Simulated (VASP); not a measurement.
Write the native input for VASP 6.6.1 that does the following.

* Task: single point
* Functional: PBEsol
* Dispersion: D3(BJ)
* Potentials or basis: VASP PAW PBE potentials, release 64 (In_d, O)
* Cutoff: 520 eV
* k mesh: 12 × 12 × 4
* Occupations: gaussian, width 0.03 eV
* Spin: no spin polarisation
* Dipole correction: no
* Further INCAR settings: ALGO = Normal; EDIFF = 1e-06; NBANDS = 27

The structure of InO lies in POSCAR:

```
InO
1.0
    3.7202926898      0.0000000000      0.0000000000
   -1.8601463449      3.2218679788      0.0000000000
    0.0000000000      0.0000000000     13.6824700068
In O
2 2
Direct
    0.6666666667      0.3333333333      0.5900210000
    0.6666666667      0.3333333333      0.4099790000
    0.0000000000      0.0000000000      0.6398670000
    0.0000000000      0.0000000000      0.3601330000
```

This cell differs from its parent crystal: ratio of the length along z to the lengths across it x 0.8, volume and fractional coordinates fixed.

These files were run (other wordings do the same):

INCAR

```
SYSTEM = InO
  ALGO = Normal
  EDIFF = 1E-6
  ENCUT = 520
  GGA = PS
  ISIF = 2
  ISMEAR = 0
  IVDW = 12
  LASPH = .True.
  LCHARG = .True.
  LELF = .True.
  LREAL = .False.
  LVHAR = .True.
  LWAVE = .False.
  NBANDS = 27
  NELM = 100
  PREC = Accurate
  SIGMA = 0.03
```

KPOINTS

```
k-points
0
Gamma
  12 12 4
  0 0 0
```

Potentials or basis: VASP PAW PBE potentials, release 64 (In_d, O).

Launch:

```console
$ cat potpaw_PBE.64/In_d/POTCAR potpaw_PBE.64/O/POTCAR > POTCAR
$ mpirun -np 1 vasp_std > vasp.out
```

Results of the run:

The largest force is 3.423 eV/Å, the band gap on the k mesh is 0.08 eV (least direct gap 0.70 eV) and the dispersion energy per atom is -0.111 eV.

Caveat: there is no dipole correction, which matters where the two faces differ; semilocal functionals underestimate gaps, and a narrow one can read as zero; the PAW data sets were made with another functional, which shifts forces and pressure a little; spin-orbit coupling is left out, which moves the levels of the heavy elements.

It took 3.6 min on 1 thread of Intel(R) Xeon(R) Platinum 8488C (Sapphire Rapids), on a shared host, peak memory 0.4 GiB.
